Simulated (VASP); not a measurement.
A run of VASP 6.6.1 is set up as follows.

Contents of INCAR:

```
SYSTEM = Pt
PREC = Accurate ; ENCUT = 600
EDIFF = 1E-6 ; ISMEAR = -1
SIGMA = 0.05 ; LREAL = .False.
LASPH = .True. ; NELM = 60
ALGO = Normal ; ISIF = 3
LWAVE = .False. ; LCHARG = .False.
GGA = PS ; IBRION = 2
NSW = 80 ; EDIFFG = -0.005
PSTRESS = 50.0
```

Contents of KPOINTS:

```
regular mesh
0
Gamma
  11 11 6
  0 0 0
```

File POSCAR:

```
Pt
1.0
    2.7606656158      0.0000000000      0.0000000000
   -1.3803328079      2.3908065546      0.0000000000
    0.0000000000      0.0000000000      4.7921340000
Pt
2
Direct
    0.3333333333      0.6666666667      0.2500000000
    0.6666666667      0.3333333333      0.7500000000
```

Potentials or basis: VASP PAW PBE potentials, release 64 (Pt).

Command:

```bash
$ cat potpaw_PBE.64/Pt/POTCAR > POTCAR
$ mpirun -np 1 vasp_std > vasp.out
```

Problem. Predict the relaxed volume.

Solution. 14.87 Å³/atom.

Problem. What does it give for the relaxed cell?

Solution. a = 2.718 Å, b = 2.718 Å, c = 4.647 Å, α = 90.00°, β = 90.00°, γ = 120.00°.

Problem. Predict the space group after relaxing (to 0.1 Å).

Solution. P6_3/mmc (No. 194).

Problem. Estimate the band gap on the k mesh.

Solution. Zero (bands 10 and 11 overlap by 1.30 eV).

Final structure:
```cif
data_structure
_symmetry_space_group_name_H-M 'P 1'
_symmetry_Int_Tables_number 1
_cell_length_a 2.7182
_cell_length_b 2.7182
_cell_length_c 4.6470
_cell_angle_alpha 90.000
_cell_angle_beta 90.000
_cell_angle_gamma 120.000
_cell_volume 29.73
loop_
_atom_site_label
_atom_site_type_symbol
_atom_site_fract_x
_atom_site_fract_y
_atom_site_fract_z
_atom_site_occupancy
Pt1 Pt 0.33333 0.66667 0.25000 1
Pt2 Pt 0.66667 0.33333 0.75000 1
```

Caveat: the cell is relaxed towards a set pressure, so the run minimises the enthalpy, not the energy; the PAW data sets were made with another functional, which shifts forces and pressure a little; spin-orbit coupling is left out, which moves the levels of the heavy elements.
